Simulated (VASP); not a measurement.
Input of a VASP 6.6.1 run:

The input INCAR:

```
PREC = Accurate
ENCUT = 630
EDIFF = 1E-6
ISMEAR = 0
SIGMA = 0.15
LREAL = F
LASPH = T
NELM = 120
ALGO = Normal
ISIF = 2
LWAVE = F
LCHARG = F
GGA = PS
NBANDS = 22
GGA_COMPAT = F
```

The input KPOINTS:

```
Automatic mesh
0
Gamma
  16 16 16
```

POSCAR

```
InPd
1.0
    3.4352637560     -0.6870527512     -0.6870527512
   -0.6870527512      3.4352637560     -0.6870527512
   -0.6870527512     -0.6870527512      3.4352637560
In Pd
1 1
Direct
    0.0000000000      0.0000000000      0.0000000000
    0.5000000000      0.5000000000      0.5000000000
```

Potentials or basis: VASP PAW PBE potentials, release 64 (In_d, Pd_sv_GW).

Run with:

```sh
$ cat potpaw_PBE.64/In_d/POTCAR potpaw_PBE.64/Pd_sv_GW/POTCAR > POTCAR
$ mpirun -np 1 vasp_std > vasp.out
```

Question: Estimate the pressure.

Answer: 205.6 GPa.

Question: Predict the band gap on the k mesh.

Answer: Zero (an odd number of electrons rules out a gap without spin polarisation).

Stress tensor (GPa, compression positive):
```
205.63 208.01 208.01
208.01 205.63 208.01
208.01 208.01 205.63
```

Caveat: atoms lie so close that the PAW spheres overlap strongly, which falsifies energies and pressures; the cell stands under pressure; the PAW data sets were made with another functional, which shifts forces and pressure a little; spin-orbit coupling is left out, which moves the levels of the heavy elements.
